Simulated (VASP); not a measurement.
Input of a VASP 6.6.1 run:

INCAR

```
  PREC = Accurate
  ENCUT = 520
  EDIFF = 1E-6
  ISMEAR = -1
  SIGMA = 0.08
  LREAL = F
  LASPH = T
  NELM = 60
  ALGO = Normal
  ISIF = 2
  LWAVE = F
  LCHARG = F
  GGA = PS
  NBANDS = 23
```

KPOINTS

```
regular mesh
0
Gamma
  12 12 8
```

Contents of POSCAR:

```
SbPt
1.0
    4.0368002908      0.0000000000      0.0000000000
   -2.0184001454      3.4959716018      0.0000000000
    0.0000000000      0.0000000000      5.3582005662
Sb Pt
2 2
Direct
    0.3333333333      0.6666666667      0.2500000000
    0.6666666667      0.3333333333      0.7500000000
    0.0000000000      0.0000000000      0.0000000000
    0.0000000000      0.0000000000      0.5000000000
```

Potentials or basis: VASP PAW PBE potentials, release 64 (Sb, Pt).

Command:

```sh
$ cat potpaw_PBE.64/Sb/POTCAR potpaw_PBE.64/Pt/POTCAR > POTCAR
$ mpirun -np 1 vasp_std > vasp.out
```

(1) What does it give for the pressure?

(2) What does it give for the band gap on the k mesh?

Answers

(1) 14.8 GPa.

(2) zero (bands 15 and 16 overlap by 4.52 eV).

Caveat: the cell stands under pressure; the PAW data sets were made with another functional, which shifts forces and pressure a little; spin-orbit coupling is left out, which moves the levels of the heavy elements.
